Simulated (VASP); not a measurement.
Wanted: the native input for a VASP 6.6.1 run.

```
Task                   : single point
Functional             : PBEsol
Potentials or basis    : VASP PAW PBE potentials, release 64 (Ta_pv, N)
Cutoff                 : 520 eV
k mesh                 : 18 × 18 × 16
Occupations            : gaussian, width 0.15 eV
Spin                   : no spin polarisation
Dipole correction      : no
Further INCAR settings : ALGO = Normal; EDIFF = 1e-06; NBANDS = 15
```

The structure of TaN lies in POSCAR:

```
TaN
1.0
    2.9379988584      0.0000000000      0.0000000000
   -1.4689994292      2.5443816477      0.0000000000
    0.0000000000      0.0000000000      2.8830000000
Ta N
1 1
Direct
    0.3333333333      0.6666666667      0.5000000000
    0.1138892619      0.0833727262     -0.0520291363
```

This cell differs from its parent crystal: atom 2 (N) moved by (+0.300, -0.150) A along [1 1 0] and z.

The input as run:

INCAR

```
PREC     = Accurate       # precision mode
ENCUT    = 520            # plane-wave cutoff, eV
EDIFF    = 1E-6           # SCF threshold, eV
ISMEAR   = 0              # smearing method
SIGMA    = 0.15           # smearing width, eV
LREAL    = False          # projectors in reciprocal space
LASPH    = True           # aspherical terms in the spheres
NELM     = 80             # most SCF steps
ALGO     = Normal         # electronic algorithm
ISIF     = 2              # what is computed and relaxed
LWAVE    = False          # write WAVECAR
LCHARG   = False          # write CHGCAR
GGA      = PS             # functional
NBANDS   = 15             # bands
```

KPOINTS

```
regular mesh
0
Gamma
  18 18 16
```

Potentials or basis: VASP PAW PBE potentials, release 64 (Ta_pv, N).

Command:

```sh
$ cat potpaw_PBE.64/Ta_pv/POTCAR potpaw_PBE.64/N/POTCAR > POTCAR
$ mpirun -np 1 vasp_std > vasp.out
```

It gave:

- Pressure: 11.7 GPa
- Largest force: 4.274 eV/Å
- Band gap on the k mesh: zero (bands 8 and 9 overlap by 0.85 eV)

Caveat: the cell differs from its parent crystal (atom 2 (N) moved by (+0.300, -0.150) A along [1 1 0] and z); the stress differs along the axes, from 2 to 18 GPa; the PAW data sets were made with another functional, which shifts forces and pressure a little; spin-orbit coupling is left out, which moves the levels of the heavy elements.

It took 4.8 min on 1 thread of Intel(R) Xeon(R) Platinum 8488C (Sapphire Rapids), on a shared host, peak memory 0.89 GiB.
